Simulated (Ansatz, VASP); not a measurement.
## Mo: VASP beside Ansatz

The input INCAR:

```
PREC = Accurate
ENCUT = 600
EDIFF = 1E-6
ISMEAR = 0
SIGMA = 0.1
LREAL = F
LASPH = T
NELM = 80
ALGO = Normal
ISIF = 3
LWAVE = F
LCHARG = F
GGA = CA
IBRION = 2
NSW = 70
EDIFFG = -0.005
```

File KPOINTS:

```
regular mesh
0
Gamma
  18 18 18
```

The input POSCAR:

```
Mo
1.0
   -1.5802206812      1.5802206812      1.5802206812
    1.5802206812     -1.5802206812      1.5802206812
    1.5802206812      1.5802206812     -1.5802206812
Mo
1
Direct
    0.0000000000      0.0000000000      0.0000000000
```

Input for Ansatz:

```yaml
crystal:
  lattice:
    - [-1.5802206812, 1.5802206812, 1.5802206812]
    - [1.5802206812, -1.5802206812, 1.5802206812]
    - [1.5802206812, 1.5802206812, -1.5802206812]
  atoms:
    - { symbol: Mo, position: [0.0, 0.0, 0.0] }
basis:
  ecutwfc: 420
kpoints:
  mp_grid: { grid: [18, 18, 18] }
hamiltonian:
  xc: lda
scf:
  occupations: { method: gaussian, width: 0.1 }
output:
  forces: true
  stress: true
  eigenvalues: true
relax:
  adjacent_minimum: "off"
  f_tol: 0.005
  max_steps: 50
  cell: { stress_tol: 0.05 }
```

Alike in both runs: task relaxation of cell and atoms; functional LDA; k mesh 18 × 18 × 18; occupations gaussian, width 0.1 eV; no spin polarisation.

```csv
,VASP,Ansatz
version,VASP 6.6.1,Ansatz 0.2.0
potentials or method,"VASP PAW LDA potentials, release 64 (Mo_sv), cutoff 600 eV","scalar-relativistic, plane waves, PAW"
valence electrons in the cell,14,14
```

VASP gave:

```
gap on the k mesh at the Fermi level, each at its own relaxed structure (eV) : none
relaxed volume (Å³/atom)                                                     : 15.12
relaxed cell length with the largest relative difference (Å)                 : 2.698
```

Estimate Ansatz's values.

gap on the k mesh at the Fermi level, each at its own relaxed structure (eV): none; relaxed volume (Å³/atom): 15.06; relaxed cell length with the largest relative difference (Å): 2.695.

LDA's correlation is that of Perdew and Zunger in VASP and of Perdew and Wang (1992) in Ansatz. A gap of «none» marks a metal or a gap that the smearing closes.
